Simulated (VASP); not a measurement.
A run of VASP 6.6.1 is set up as follows.

INCAR

```
PREC = Accurate ; ENCUT = 600
EDIFF = 1E-7 ; ISMEAR = -1
SIGMA = 0.05 ; LREAL = False
LASPH = True ; NELM = 120
ALGO = Normal ; ISIF = 3
LWAVE = False ; LCHARG = False
GGA = PE ; IBRION = 2
NSW = 80 ; EDIFFG = -0.03
GGA_COMPAT = False ; NELMIN = 4
```

KPOINTS

```
regular mesh
0
Gamma
  16 16 16
```

File POSCAR:

```
Lu
1.0
    0.0000000000      2.4500000000      2.4500000000
    2.4500000000      0.0000000000      2.4500000000
    2.4500000000      2.4500000000      0.0000000000
Lu
1
Direct
    0.0000000000      0.0000000000      0.0000000000
```

Potentials or basis: VASP PAW PBE potentials, release 64 (Lu).

Launch:

```bash
$ cat potpaw_PBE.64/Lu/POTCAR > POTCAR
$ mpirun -np 1 vasp_std > vasp.out
```

Question: What does it give for the relaxed cell?

Answer: a = 3.450 Å, b = 3.450 Å, c = 3.450 Å, α = 60.00°, β = 60.00°, γ = 60.00°.

Question: What does it give for the band gap on the k mesh?

Answer: Zero (an odd number of electrons rules out a gap without spin polarisation).

Question: What does it give for the relaxed volume?

Answer: 29.04 Å³/atom.

Step by step:
| step | energy change (eV) | largest force (eV/Å) | pressure (GPa) | volume (Å³) |
| --- | --- | --- | --- | --- |
| 1 | 0.0000 | 0.0000 | -0.48 | 29.41 |
| 2 | -0.0005 | 0.0000 | 0.02 | 29.04 |

Caveat: spin-orbit coupling is left out, which moves the levels of the heavy elements.
